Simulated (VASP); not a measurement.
# Cd4SeS3 (I-42m) in VASP: further runs, part 2 of 2

VASP 6.6.1. The steps go on from the part before.

### Step 3. Single point, PBE (29.58 Å³/atom)

This run uses another cell than the first one, of 29.58 Å³/atom.

Contents of INCAR:

```
SYSTEM = Cd4SeS3
ALGO     = Normal         ! electronic algorithm
EDIFF    = 1E-6           ! SCF threshold, eV
ENCUT    = 520            ! plane-wave cutoff, eV
GGA      = PE             ! functional
ISIF     = 2              ! what is computed and relaxed
ISMEAR   = 0              ! smearing method
LASPH    = .True.         ! aspherical terms in the spheres
LCHARG   = .False.        ! write CHGCAR
LREAL    = .False.        ! projectors in reciprocal space
LWAVE    = .False.        ! write WAVECAR
NBANDS   = 46             ! bands
NELM     = 80             ! most SCF steps
PREC     = Accurate       ! precision mode
SIGMA    = 0.02           ! smearing width, eV
```

Contents of KPOINTS:

```
k-points
0
Gamma
  6 6 6
  0 0 0
```

Contents of POSCAR:

```
Cd4SeS3
1.0
   -3.0931918358      3.0931918358      6.1824767690
    3.0931918358     -3.0931918358      6.1824767690
    3.0931918358      3.0931918358     -6.1824767690
Cd Se S
4 1 3
Direct
    0.8851041164      0.3707581144      0.0000000000
    0.3707581144      0.8851041164      0.0000000000
    0.1148958836      0.1148958836      0.4856539980
    0.6292418856      0.6292418856      0.5143460020
    0.5000000000      0.5000000000      0.0000000000
    0.7500000000      0.2500000000      0.5000000000
    0.2500000000      0.7500000000      0.5000000000
    0.0000000000      0.0000000000      0.0000000000
```

Potentials or basis: VASP PAW PBE potentials, release 64 (Cd, Se, S).

Started as:

```console
> cat potpaw_PBE.64/Cd/POTCAR potpaw_PBE.64/Se/POTCAR potpaw_PBE.64/S/POTCAR > POTCAR
> mpirun -np 1 vasp_std > vasp.out
```

OUTCAR:

```text
SYSTEM = Cd4SeS3
   EDIFF = 1E-6
   ENCUT = 520
   GGA = PE
   ISIF = 2
   ISMEAR = 0
   LASPH = .True.
   LREAL = .False.
   NELM = 80
   PREC = Accurate

 ion  position               nearest neighbor table
   1  0.885  0.371  0.000-   8 2.65   7 2.66   6 2.66   5 2.75
   2  0.371  0.885  0.000-   8 2.65   6 2.66   7 2.66   5 2.75
   3  0.115  0.115  0.486-   8 2.65   7 2.66   6 2.66   5 2.75
   4  0.629  0.629  0.514-   8 2.65   7 2.66   6 2.66   5 2.75
   5  0.500  0.500  0.000-   4 2.75   1 2.75   2 2.75   3 2.75
   6  0.750  0.250  0.500-   3 2.66   4 2.66   2 2.66   1 2.66
   7  0.250  0.750  0.500-   3 2.66   4 2.66   1 2.66   2 2.66
   8  0.000  0.000  0.000-   1 2.65   2 2.65   3 2.65   4 2.65

  LATTYP: Found a body centered tetragonal cell.
 ALAT       =     6.1863836716
 C/A-ratio  =     1.9987369349

  Lattice vectors:

 A1 = (  -3.0931918358,   3.0931918358,   6.1824767690)
 A2 = (   3.0931918358,  -3.0931918358,   6.1824767690)
 A3 = (   3.0931918358,   3.0931918358,  -6.1824767690)

Analysis of symmetry for initial positions (statically):
[... 185 lines left out ...]
 E-fermi :   0.2599     XC(G=0):  -8.4341

 val. band max:        0.1291350899   @ k =   0.0000   0.0000   0.0000
 cond. band min:       0.8017918833   @ k =   0.0000   0.0000   0.0000
 fundamental gap:      0.6726567933
 Fermi energy:         0.2598526653

 k-point     1 :       0.0000    0.0000    0.0000
  band No.  band energies     occupation
      1     -11.5556      2.00000
      2     -11.2048      2.00000
      3     -11.1535      2.00000
      4     -11.1364      2.00000
      5      -7.2729      2.00000
      6      -7.2727      2.00000
[... 1165 lines left out ...]
     45       6.7762      0.00000
     46       6.8826      0.00000

 [... further k-points ...]
[... 5 lines left out ...]
  --------------------------------------------------------------------------------------
  -------------------------------------------------------------------------------------
  Total       -5.4713149     -5.4713149     -5.4709493      0.0000000      0.0000000      0.0000000
  in kB      -37.0481135    -37.0481135    -37.0456377      0.0000000      0.0000000      0.0000000
  external PRESSURE =     -37.0472882 kB  Pullay stress =       0.0000000 kB

 VOLUME and BASIS-vectors are now :
 -----------------------------------------------------------------------------
  energy-cutoff  :      520.00
  volume of cell :      236.61
      direct lattice vectors                 reciprocal lattice vectors
    -3.093191836  3.093191836  6.182476769     0.000000000  0.161645325  0.080873737
     3.093191836 -3.093191836  6.182476769     0.161645325  0.000000000  0.080873737
     3.093191836  3.093191836 -6.182476769     0.161645325  0.161645325  0.000000000

 POSITION                                       TOTAL-FORCE (eV/Angst)
 -----------------------------------------------------------------------------------
     -1.59097      1.59097      7.76434         0.006759     -0.006759     -0.009304
      1.59097     -1.59097      7.76434        -0.006759      0.006759     -0.009304
      1.50222      1.50222     -1.58186         0.006759      0.006759      0.009304
      1.59097      1.59097      4.60061        -0.006759     -0.006759      0.009304
      0.00000      0.00000      6.18248         0.000000     -0.000000      0.000000
     -0.00000      3.09319      3.09124         0.000000     -0.000000      0.000000
      3.09319     -0.00000      3.09124         0.000000     -0.000000      0.000000
      0.00000      0.00000      0.00000         0.000000     -0.000000      0.000000
 -----------------------------------------------------------------------------------
    total drift:                               -0.000009     -0.000009     -0.000007

  FREE ENERGIE OF THE ION-ELECTRON SYSTEM (eV)
  ---------------------------------------------------
  free  energy   TOTEN  =       -23.6640952846 eV

  energy  without entropy=      -23.6640952846  energy(sigma->0) =      -23.66409528
```

Wall time 4.2 min (1 thread of Intel Xeon 6975P-C (Granite Rapids), shared host); peak memory 0.58 GiB.

Results:

- Free energy: -23.6641 eV
- Pressure: -3.7 GPa
- Largest force: 0.013 eV/Å
- Band gap on the k mesh: 0.67 eV

Forces on the atoms (eV/Å):
```
Cd   0.007 -0.007 -0.009
Cd  -0.007  0.007 -0.009
Cd   0.007  0.007  0.009
Cd  -0.007 -0.007  0.009
Se   0.000  0.000  0.000
S    0.000  0.000  0.000
S    0.000  0.000  0.000
S    0.000  0.000  0.000
```

Levels at points of the mesh, in eV from the valence-band top:
| k point | band 33 | band 34 | band 35 | band 36 | band 37 | band 38 | band 39 | band 40 |
| --- | --- | --- | --- | --- | --- | --- | --- | --- |
| (0.00, 0.00, 0.00) | -1.42 | 0.00 | 0.00 | 0.00 | 0.67 | 3.64 | 3.92 | 4.67 |
| (0.50, 0.00, 0.00) | -1.00 | -0.99 | -0.68 | -0.48 | 3.23 | 3.28 | 4.23 | 4.28 |
| (0.50, 0.50, 0.00) | -0.66 | -0.54 | -0.46 | -0.40 | 2.55 | 2.64 | 3.63 | 3.67 |
| (0.50, 0.50, 0.50) | -0.90 | -0.90 | -0.65 | -0.65 | 3.08 | 3.13 | 3.54 | 3.74 |

Caveat: the cell stands under tension; semilocal functionals underestimate gaps, and a narrow one can read as zero.

### Step 4. Relaxation of shape and atoms at fixed volume, PBE (26.08 Å³/atom)

This run uses another cell than the first one, of 26.08 Å³/atom.

Contents of INCAR:

```
SYSTEM = Cd4SeS3
PREC = Accurate
ENCUT = 600
EDIFF = 1E-6
ISMEAR = 0
SIGMA = 0.02
LREAL = .FALSE.
LASPH = .TRUE.
NELM = 80
ALGO = Normal
ISIF = 4
LWAVE = .FALSE.
LCHARG = .FALSE.
GGA = PE
IBRION = 2
NSW = 50
EDIFFG = -0.01
```

Contents of KPOINTS:

```
regular mesh
0
G
  6 6 6
  0 0 0
```

POSCAR: that of step 3 with these lines changed.

```diff
@@ -2,5 +2,5 @@
 1.0
-   -3.0931918358      3.0931918358      6.1824767690
-    3.0931918358     -3.0931918358      6.1824767690
-    3.0931918358      3.0931918358     -6.1824767690
+   -2.9661961822      2.9661961822      5.9286458658
+    2.9661961822     -2.9661961822      5.9286458658
+    2.9661961822      2.9661961822     -5.9286458658
 Cd Se S
```

Started as:

```console
> cat potpaw_PBE.64/Cd/POTCAR potpaw_PBE.64/Se/POTCAR potpaw_PBE.64/S/POTCAR > POTCAR
> mpirun -np 1 vasp_std > vasp.out
```

Run time: 20 min. Hardware: 1 thread of Oxide Virtual Turin-like, shared host; peak memory 0.66 GiB.

It converged, with:

- Free energy: -23.8675 eV
- Energy gained by relaxing: 0.0 meV/atom
- Ionic steps: 3
- Pressure after relaxing: 2.0 GPa
- Band gap on the k mesh: 0.95 eV

Forces in eV/Å, atoms in the order of the input:
```
Cd  -0.002  0.002  0.001
Cd   0.002 -0.002  0.001
Cd  -0.002 -0.002 -0.001
Cd   0.002  0.002 -0.001
Se   0.000  0.000  0.000
S    0.000  0.000  0.000
S    0.000  0.000  0.000
S    0.000  0.000  0.000
```

Final structure:
```cif
data_structure
_symmetry_space_group_name_H-M 'P 1'
_symmetry_Int_Tables_number 1
_cell_length_a 7.2625
_cell_length_b 7.2625
_cell_length_c 7.2625
_cell_angle_alpha 131.787
_cell_angle_beta 131.787
_cell_angle_gamma 70.565
_cell_volume 208.65
loop_
_atom_site_label
_atom_site_type_symbol
_atom_site_fract_x
_atom_site_fract_y
_atom_site_fract_z
_atom_site_occupancy
Cd1 Cd 0.88541 0.37074 0.00000 1
Cd2 Cd 0.37074 0.88541 0.00000 1
Cd3 Cd 0.11459 0.11459 0.48534 1
Cd4 Cd 0.62926 0.62926 0.51466 1
Se1 Se 0.50000 0.50000 0.00000 1
S1 S 0.75000 0.25000 0.50000 1
S2 S 0.25000 0.75000 0.50000 1
S3 S 0.00000 0.00000 0.00000 1
```

Levels at points of the mesh, in eV from the valence-band top:
```csv
k point,band 34,band 35,band 36,band 37,band 38,band 39
"(0.00, 0.00, 0.00)",0.00,0.00,0.00,0.95,3.46,4.15
"(0.50, 0.00, 0.00)",-1.26,-0.84,-0.62,3.65,3.69,4.67
"(0.50, 0.50, 0.00)",-0.69,-0.59,-0.53,2.77,2.87,4.05
"(0.50, 0.50, 0.50)",-1.13,-0.84,-0.84,3.33,3.46,3.49
```

### Step 5. Overview

| task | cell | k mesh | cutoff (eV) | smearing | gap on the mesh (eV) | pressure (GPa) | largest force (eV/Å) |
| --- | --- | --- | --- | --- | --- | --- | --- |
| relaxation of cell and atoms | relaxed from a = 7.103 Å, angles 131.8, 131.8, 70.5°, 8 atoms, atomic positions A | 4 × 4 × 4 | 600 | gaussian 0.1 eV | 0.88 | 0.1 | 0.03 |
| single point | a = 7.574 Å, angles 131.8, 131.8, 70.6°, 8 atoms, atomic positions B | 6 × 6 × 6 | 520 | gaussian 0.02 eV | 0.67 | -3.7 | 0.01 |
| relaxation of shape and atoms at fixed volume | relaxed from a = 7.263 Å, angles 131.8, 131.8, 70.6°, 8 atoms, atomic positions B | 6 × 6 × 6 | 600 | gaussian 0.02 eV | 0.95 | 2.0 | - |

Alike in all rows: level PBE; potentials or basis VASP PAW PBE potentials, release 64 (Cd, Se, S); no spin polarisation.

Caveats: the cell stands under tension (at least some runs); semilocal functionals underestimate gaps, and a narrow one can read as zero (at least some runs).

Total energies depend on the potentials used, so only differences within one code and one set of settings carry meaning.
